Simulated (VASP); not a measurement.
Write the native input for VASP 6.6.1 that does the following.

| Item | Value |
| --- | --- |
| Task | single point |
| Functional | LDA |
| Potentials or basis | VASP PAW PBE potentials, release 64 (Pm) |
| Cutoff | 520 eV |
| k mesh | 13 × 13 × 13 |
| Occupations | fermi-dirac, width 0.136057 eV |
| Spin | no spin polarisation |
| Dipole correction | no |
| Further INCAR settings | ALGO = Normal; EDIFF = 1e-06; NBANDS = 14 |

The structure of Pm lies in POSCAR:

```
Pm
1.0
    2.5165830906      0.0000000000      0.0000000000
    0.0000000000      2.5165830906      0.0000000000
    0.0000000000      0.0000000000      2.5165830906
Pm
1
Direct
    0.0000000000      0.0000000000      0.0000000000
```

This isn't the form of Pm at room conditions, which is double hcp.

These files were run (other wordings do the same):

INCAR

```
SYSTEM = Pm
PREC = Accurate ; ENCUT = 520
EDIFF = 1E-6 ; ISMEAR = -1
SIGMA = 0.13605693000000002 ; LREAL = .False.
LASPH = .True. ; NELM = 80
ALGO = Normal ; ISIF = 2
LWAVE = .False. ; LCHARG = .True.
GGA = CA ; LELF = .True.
LVHAR = .True. ; NBANDS = 14
```

KPOINTS

```
regular mesh
0
Gamma
  13 13 13
  0 0 0
```

Potentials or basis: VASP PAW PBE potentials, release 64 (Pm).

The run is started by

```console
$ cat potpaw_PBE.64/Pm/POTCAR > POTCAR
$ mpirun -np 1 vasp_std > vasp.out
```

It gave:

- Pressure: 1.2 GPa
- Band gap on the k mesh: zero (an odd number of electrons rules out a gap without spin polarisation)

Caveat: the PAW data sets were made with another functional, which shifts forces and pressure a little; spin-orbit coupling is left out, which moves the levels of the heavy elements; semilocal functionals describe open f shells poorly, which spoils levels, moments and volumes.

Run time: 31 s on 1 thread of Intel Xeon 8259CL (shared host), peak memory 0.14 GiB.
